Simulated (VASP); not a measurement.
# Ru (P6_3/mmc) in VASP: notebook, part 3 of 3

VASP 6.6.1.

**5. Single point, PBE**

INCAR reads:

```
PREC = Accurate
ENCUT = 520
EDIFF = 1E-6
ISMEAR = 0
SIGMA = 0.020999999999999998
LREAL = False
LASPH = True
NELM = 100
ALGO = Normal
ISIF = 2
LWAVE = False
LCHARG = True
GGA = PE
LELF = True
LVHAR = True
NBANDS = 21
```

KPOINTS reads:

```
Automatic mesh
0
Gamma
  11 11 6
```

POSCAR reads:

```
Ru
1.0
    2.7058000000      0.0000000000      0.0000000000
   -1.3529000000      2.3432915376      0.0000000000
    0.0000000000      0.0000000000      4.2819000000
Ru
2
Direct
    0.6666666667      0.3333333333      0.7500000000
    0.3333333333      0.6666666667      0.2500000000
```

Potentials or basis: VASP PAW PBE potentials, release 64 (Ru_pv).

Command:

```sh
cat potpaw_PBE.64/Ru_pv/POTCAR > POTCAR
mpirun -np 1 vasp_std > vasp.out
```

OUTCAR:

```text
PREC = Accurate
   ENCUT = 520
   EDIFF = 1E-6
   ISMEAR = 0
   LREAL = False
   LASPH = True
   NELM = 100
   ISIF = 2
   GGA = PE

 ion  position               nearest neighbor table
   1  0.667  0.333  0.750-   2 2.65   2 2.65   2 2.65   2 2.65   2 2.65   2 2.65
   2  0.333  0.667  0.250-   1 2.65   1 2.65   1 2.65   1 2.65   1 2.65   1 2.65

  LATTYP: Found a hexagonal cell.
 ALAT       =     2.7058000000
 C/A-ratio  =     1.5824894671

  Lattice vectors:

 A1 = (   2.7058000000,   0.0000000000,   0.0000000000)
 A2 = (  -1.3529000000,   2.3432915376,   0.0000000000)
 A3 = (   0.0000000000,   0.0000000000,   4.2819000000)

Analysis of symmetry for initial positions (statically):
=====================================================================
 Subroutine PRICEL returns:
 Original cell was already a primitive cell.

 Routine SETGRP: Setting up the symmetry group for a
 hexagonal supercell.

 Subroutine GETGRP returns: Found 24 space group operations
 (whereof 12 operations were pure point group operations)
 out of a pool of 24 trial point group operations.

The static configuration has the point symmetry D_3d.
 The point group associated with its full space group is D_6h.

Analysis of symmetry for dynamics (positions and initial velocities):
=====================================================================
 Subroutine PRICEL returns:
 Original cell was already a primitive cell.

 Routine SETGRP: Setting up the symmetry group for a
 hexagonal supercell.

 Subroutine GETGRP returns: Found 24 space group operations
 (whereof 12 operations were pure point group operations)
 out of a pool of 24 trial point group operations.

The dynamic configuration has the point symmetry D_3d.
 The point group associated with its full space group is D_6h.

 Subroutine INISYM returns: Found 24 space group operations
 (whereof 12 operations are pure point group operations),
 and found     1 'primitive' translations

----------------------------------------------------------------------------------------

                                     Primitive cell

  volume of cell :      27.1493

  direct lattice vectors                    reciprocal lattice vectors
     2.705800000  0.000000000  0.000000000     0.369576465  0.213375072  0.000000000
    -1.352900000  2.343291538  0.000000000     0.000000000  0.426750144  0.000000000
     0.000000000  0.000000000  4.281900000     0.000000000  0.000000000  0.233541185

  length of vectors
     2.705800000  2.705800000  4.281900000     0.426750144  0.426750144  0.233541185

  position of ions in fractional coordinates (direct lattice)
     0.666666667  0.333333333  0.750000000
     0.333333333  0.666666667  0.250000000

  ion indices of the primitive-cell ions
   primitive index   ion index
                 1           1
                 2           2

----------------------------------------------------------------------------------------

 KPOINTS: Automatic mesh

Automatic generation of k-mesh.
 Grid dimensions read from file:
 generate k-points for:   11   11    6

 Generating k-lattice:

  Cartesian coordinates                     Fractional coordinates (reciprocal lattice)
     0.033597860  0.019397734  0.000000000     0.090909091  0.000000000  0.000000000
     0.000000000  0.038795468  0.000000000     0.000000000  0.090909091  0.000000000
     0.000000000  0.000000000  0.038923531     0.000000000  0.000000000  0.166666667

  Length of vectors
     0.038795468  0.038795468  0.038923531

  Shift w.r.t. Gamma in fractional coordinates (k-lattice)
     0.000000000  0.000000000  0.000000000

 Subroutine IBZKPT returns following result:
 ===========================================

 Found     64 irreducible k-points:

 Following reciprocal coordinates:
            Coordinates               Weight
  0.000000  0.000000  0.000000      1.000000
  0.090909  0.000000  0.000000      6.000000
  0.181818  0.000000  0.000000      6.000000
  0.272727  0.000000  0.000000      6.000000
  0.363636  0.000000  0.000000      6.000000
  0.454545  0.000000  0.000000      6.000000
[... 16 lines left out ...]
  0.090909  0.090909  0.166667     12.000000
  0.181818  0.090909  0.166667     24.000000
 [... further k-points ...]
   k-points           NKPTS =     64   k-points in BZ     NKDIM =     64   number of bands    NBANDS=     21
   number of dos      NEDOS =    301   number of ions     NIONS =      2
   total plane-waves  NPLWV =  12800
   dimension x,y,z NGX =    20 NGY =   20 NGZ =   32
   dimension x,y,z NGXF=    40 NGYF=   40 NGZF=   64
   ions per type =               2
   NGX,Y,Z   is equivalent  to a cutoff of  12.29, 12.29, 12.42 a.u.
   NGXF,Y,Z  is equivalent  to a cutoff of  24.58, 24.58, 24.85 a.u.
 SYSTEM =  unknown system
   PREC   = accura    normal or accurate (medium, high low for compatibility)
   ISTART =      0    job   : 0-new  1-cont  2-samecut
   ICHARG =      2    charge: 1-file 2-atom 10-const
   ISPIN  =      1    spin polarized calculation?
   LNONCOLLINEAR =      F non collinear calculations
   LSORBIT =      F    spin-orbit coupling
   LASPH  =      T    aspherical Exc in radial PAW
   ENCUT  =  520.0 eV  38.22 Ry    6.18 a.u.   5.03  5.03  7.96*2*pi/ulx,y,z
   NELM   =    100;   NELMIN=  2; NELMDL= -5     # of ELM steps
   EDIFF  = 0.1E-05   stopping-criterion for ELM
   LREAL  =      F    real-space projection
   EDIFFG = 0.1E-04   stopping-criterion for IOM
   NSW    =      0    number of steps for IOM
   IBRION =     -1    ionic relax: 0-MD 1-quasi-New 2-CG
   NFREE  =      0    steps in history (QN), initial steepest desc. (CG)
   ISIF   =      2    stress and relaxation
   ISYM   =      2    0-nonsym 1-usesym 2-fastsym
   POTIM  = 0.5000    time-step for ionic-motion
   TEBEG  =    0.0;   TEEND  =   0.0 temperature during run
   PSTRESS=    0.0 pullay stress
   NELECT =      28.0000    total number of electrons
   NUPDOWN=      -1.0000    fix difference up-down
   EMIN   =  10.00;   EMAX   =-10.00  energy-range for DOS
   EFERMI =   0.00;   METHOD = LEGACY
   ISMEAR =     0;   SIGMA  =   0.02  broadening in eV -4-tet -1-fermi 0-gaus
   EFERMI_NEDOS =   21; number of points for ismear=-14 and -15
   IALGO  =     38    algorithm
   IMIX   =      4    mixing-type and parameters
     AMIX     =   0.40;   BMIX     =  1.00
     AMIX_MAG =   1.60;   BMIX_MAG =  1.00
  volume/ion in A,a.u.               =      13.57        91.61
  Fermi-wavevector in a.u.,A,eV,Ry     =   1.654022  3.125649 37.222674  2.735789
  Thomas-Fermi vector in A             =   2.742361
   LORBIT       =      0    0 simple, 1 ext, 2 COOP (PROOUT), +10 PAW based schemes
   GGA     = PE    functional components
   LHFCALC =     F    Hartree Fock is set to
   AEXX    =    0.0000 exact exchange contribution
   IVDW    =     0    specifies the selected vdW correction
   LEPSILON=     F    determine dielectric tensor
   LRPA    =     F    only Hartree local field effects (RPA)
 non-spin polarized calculation
 Gauss-broadening in eV      SIGMA  =   0.02
  energy-cutoff  :      520.00
  volume of cell :       27.15
 maximum number of plane-waves:       744
 NGX is ok and might be reduce to    20
   NGX =  9   NGY =  9   NGZ = 15

 number of electron      28.0000008 magnetization

 Free energy of the ion-electron system (eV)
  ---------------------------------------------------
  ext. energy  EPLUGINS =         0.00000000
  ---------------------------------------------------
  free energy    TOTEN  =       -18.45075835 eV

  energy without entropy =      -18.44964231  energy(sigma->0) =      -18.45020033

 E-fermi :  12.7898     XC(G=0): -14.1203

 val. band max:       12.7589203319   @ k =   0.2727   0.0000   0.0000
 cond. band min:      12.7944258292   @ k =   0.2727   0.1818   0.1667
 fundamental gap:      0.0355054973
 Fermi energy:        12.7898114475

 k-point     1 :       0.0000    0.0000    0.0000
  band No.  band energies     occupation
      1     -30.8035      2.00000
      2     -29.8690      2.00000
      3     -29.8690      2.00000
      4     -29.6988      2.00000
      5     -29.6988      2.00000
      6     -29.6593      2.00000
[... 13 lines left out ...]
     20      23.2710      0.00000
     21      23.2997      0.00000

 k-point     2 :       0.0909    0.0000    0.0000
  band No.  band energies     occupation
      1     -30.7754      2.00000
      2     -29.9283      2.00000
      3     -29.8890      2.00000
      4     -29.7606      2.00000
      5     -29.7070      2.00000
      6     -29.6724      2.00000
[... 520 lines left out ...]
 k-point    24 :       0.1818    0.0909    0.1667
  band No.  band energies     occupation
      1     -30.5955      2.00000
      2     -30.1645      2.00000
      3     -30.1163      2.00000
      4     -29.9611      2.00000
      5     -29.7911      2.00000
      6     -29.7589      2.00000
[... 13 lines left out ...]
     20      23.2709      0.00000
     21      24.5734      0.00000

 [... further k-points ...]
[... 5 lines left out ...]
  --------------------------------------------------------------------------------------
  -------------------------------------------------------------------------------------
  Total        0.7554932      0.7554932      0.7406693      0.0000000      0.0000000      0.0000000
  in kB       44.5843685     44.5843685     43.7095566      0.0000000      0.0000000      0.0000000
  external PRESSURE =      44.2927645 kB  Pullay stress =       0.0000000 kB

 VOLUME and BASIS-vectors are now :
 -----------------------------------------------------------------------------
  energy-cutoff  :      520.00
  volume of cell :       27.15
      direct lattice vectors                 reciprocal lattice vectors
     2.705800000  0.000000000  0.000000000     0.369576465  0.213375072  0.000000000
    -1.352900000  2.343291538  0.000000000     0.000000000  0.426750144  0.000000000
     0.000000000  0.000000000  4.281900000     0.000000000  0.000000000  0.233541185

 POSITION                                       TOTAL-FORCE (eV/Angst)
 -----------------------------------------------------------------------------------
      1.35290      0.78110      3.21143        -0.000000      0.000000      0.000000
     -0.00000      1.56219      1.07048         0.000000      0.000000      0.000000
 -----------------------------------------------------------------------------------
    total drift:                               -0.000000      0.000000     -0.000000

  FREE ENERGIE OF THE ION-ELECTRON SYSTEM (eV)
  ---------------------------------------------------
  free  energy   TOTEN  =       -18.4507583544 eV

  energy  without entropy=      -18.4496423093  energy(sigma->0) =      -18.45020033
```

OSZICAR:

```text
N       E                     dE             d eps       ncg     rms          rms(c)
DAV:   1     0.289855502018E+03    0.28986E+03   -0.17635E+04  2688   0.148E+03
DAV:   2    -0.139471879284E+02   -0.30380E+03   -0.29441E+03  2753   0.446E+02
DAV:   3    -0.197546700291E+02   -0.58075E+01   -0.57622E+01  3143   0.691E+01
DAV:   4    -0.197968497279E+02   -0.42180E-01   -0.42132E-01  3403   0.564E+00
DAV:   5    -0.197973447339E+02   -0.49501E-03   -0.49268E-03  3054   0.539E-01    0.178E+01
DAV:   6    -0.185356779737E+02    0.12617E+01   -0.28325E+00  3063   0.165E+01    0.478E+00
DAV:   7    -0.184581934226E+02    0.77485E-01   -0.43518E-01  3083   0.490E+00    0.105E+00
DAV:   8    -0.184515728987E+02    0.66205E-02   -0.18642E-02  2963   0.108E+00    0.445E-01
DAV:   9    -0.184507521181E+02    0.82078E-03   -0.13817E-03  2983   0.400E-01    0.340E-02
DAV:  10    -0.184507607703E+02   -0.86521E-05   -0.50332E-05  3098   0.757E-02    0.179E-02
DAV:  11    -0.184507584179E+02    0.23524E-05   -0.89312E-06  3028   0.280E-02    0.369E-03
DAV:  12    -0.184507583544E+02    0.63529E-07   -0.21594E-07  1789   0.516E-03
   1 F= -.18450758E+02 E0= -.18450200E+02  d E =-.111605E-02
```

Wall time 55 s (1 thread of AMD EPYC 7R13, shared host); peak memory 0.12 GiB.

What came out:

* Free energy: -18.4508 eV
* Pressure: 4.4 GPa
* Band gap on the k mesh: zero (band 14 reaches 14.34 eV, above the bottom of band 15 at 11.27 eV)

**6. Single point, PBE**

This run uses another cell than the first one, of 13.77 Å³/atom, 1.014 times its volume.

INCAR reads:

```
PREC = Accurate
ENCUT = 520
EDIFF = 1E-6
ISMEAR = -1
SIGMA = 0.05
LREAL = F
LASPH = T
NELM = 80
ALGO = Normal
ISIF = 2
LWAVE = F
LCHARG = F
GGA = PE
NBANDS = 21
```

KPOINTS is that of step 5.

POSCAR reads:

```
Ru
1.0
    2.7193617183      0.0000000000      0.0000000000
   -1.3596808591      2.3550363301      0.0000000000
    0.0000000000      0.0000000000      4.2992687103
Ru
2
Direct
    0.6666666667      0.3333333333      0.7500000000
    0.3333333333      0.6666666667      0.2500000000
```

Potentials or basis: VASP PAW PBE potentials, release 64 (Ru_pv).

Command:

```sh
cat potpaw_PBE.64/Ru_pv/POTCAR > POTCAR
mpirun -np 1 vasp_std > vasp.out
```

OUTCAR:

```text
PREC = Accurate
   ENCUT = 520
   EDIFF = 1E-6
   ISMEAR = -1
   LREAL = F
   LASPH = T
   NELM = 80
   ISIF = 2
   GGA = PE

 ion  position               nearest neighbor table
   1  0.667  0.333  0.750-   2 2.66   2 2.66   2 2.66   2 2.66   2 2.66   2 2.66
   2  0.333  0.667  0.250-   1 2.66   1 2.66   1 2.66   1 2.66   1 2.66   1 2.66

  LATTYP: Found a hexagonal cell.
 ALAT       =     2.7193617183
 C/A-ratio  =     1.5809844940

  Lattice vectors:

 A1 = (   2.7193617183,   0.0000000000,   0.0000000000)
[... 188 lines left out ...]
      2     -30.1181      2.00000
      3     -30.1181      2.00000
      4     -29.9543      2.00000
      5     -29.9543      2.00000
      6     -29.9148      2.00000
[... 565 lines left out ...]
     20      23.0263      0.00000
     21      24.1805      0.00000

 [... further k-points ...]
[... 5 lines left out ...]
  --------------------------------------------------------------------------------------
  -------------------------------------------------------------------------------------
  Total       -0.0100677     -0.0100677     -0.0010637     -0.0000000      0.0000000     -0.0000000
  in kB       -0.5858428     -0.5858428     -0.0618988     -0.0000000      0.0000000     -0.0000000
  external PRESSURE =      -0.4111948 kB  Pullay stress =       0.0000000 kB

 VOLUME and BASIS-vectors are now :
 -----------------------------------------------------------------------------
  energy-cutoff  :      520.00
  volume of cell :       27.53
      direct lattice vectors                 reciprocal lattice vectors
     2.719361718  0.000000000  0.000000000     0.367733352  0.212310950  0.000000000
    -1.359680859  2.355036330  0.000000000     0.000000000  0.424621900  0.000000000
     0.000000000  0.000000000  4.299268710     0.000000000  0.000000000  0.232597697

 POSITION                                       TOTAL-FORCE (eV/Angst)
 -----------------------------------------------------------------------------------
      1.35968      0.78501      3.22445        -0.000000     -0.000000      0.000000
     -0.00000      1.57002      1.07482         0.000000      0.000000      0.000000
 -----------------------------------------------------------------------------------
    total drift:                               -0.000000      0.000000     -0.000000

  FREE ENERGIE OF THE ION-ELECTRON SYSTEM (eV)
  ---------------------------------------------------
  free  energy   TOTEN  =       -18.4653820882 eV

  energy  without entropy=      -18.4482186823  energy(sigma->0) =      -18.45680039
```

stdout:

```text
POSCAR found type information on POSCAR Ru
 POSCAR found :  1 types and       2 ions
 scaLAPACK will be used
 LDA part: xc-table for (Slater+PW92), standard interpolation
 POSCAR, INCAR and KPOINTS ok, starting setup
 FFT: planning ... GRIDC
 FFT: planning ... GRID_SOFT
 FFT: planning ... GRID
 WAVECAR not read
 entering main loop
```

Wall time 51 s (1 thread of AMD EPYC 7R13, shared host); peak memory 0.12 GiB.

What came out:

```
Free energy            : -18.4654 eV
Pressure               : 0.0 GPa
Band gap on the k mesh : zero (band 14 reaches 14.04 eV, above the bottom of band 15 at 11.04 eV)
```

Levels at points of the mesh, in eV from the Fermi level:
| k point | band 11 | band 12 | band 13 | band 14 | band 15 | band 16 | band 17 | band 18 |
| --- | --- | --- | --- | --- | --- | --- | --- | --- |
| (0.00, 0.00, 0.00) | -2.29 | -1.81 | -1.81 | -1.30 | -1.30 | 1.22 | 1.22 | 1.36 |
| (0.00, 0.00, 0.50) | -2.64 | -2.64 | -2.60 | -2.60 | 0.60 | 0.60 | 0.60 | 0.60 |

**7. The runs side by side**

```csv
level,potentials or basis,cell,smearing,gap on the mesh (eV),pressure (GPa)
BLYP+D4,"VASP PAW PBE potentials, release 64 (Ru_pv)","a = 2.706, b = 2.706, c = 4.282 Å, angles 90.0, 90.0, 120.0°, 2 atoms",fermi-dirac 0.05 eV,none,7.8
SVWN5,"VASP PAW PBE potentials, release 64 (Ru_pv)","a = 2.706, b = 2.706, c = 4.282 Å, angles 90.0, 90.0, 120.0°, 2 atoms",fermi-dirac 0.05 eV,none,-12.6
LDA,"VASP PAW LDA potentials, release 64 (Ru_pv)","a = 2.706, b = 2.706, c = 4.282 Å, angles 90.0, 90.0, 120.0°, 2 atoms",fermi-dirac 0.05 eV,none,-11.5
PBE,"VASP PAW PBE potentials, release 64 (Ru_pv)","a = 2.706, b = 2.706, c = 4.282 Å, angles 90.0, 90.0, 120.0°, 2 atoms",gaussian 0.021 eV,none,4.4
PBE,"VASP PAW PBE potentials, release 64 (Ru_pv)","a = 2.719, b = 2.719, c = 4.299 Å, angles 90.0, 90.0, 120.0°, 2 atoms",fermi-dirac 0.05 eV,none,0.0
```

Alike in all rows: task single point; no spin polarisation; k mesh 11 × 11 × 6; cutoff (eV) 520.

Caveats: the PAW data sets were made with another functional, which shifts forces and pressure a little (some runs); pairwise dispersion overbinds metals, which lowers pressure and volume (some runs).

Total energies depend on the potentials used, so only differences within one code and one set of settings carry meaning.
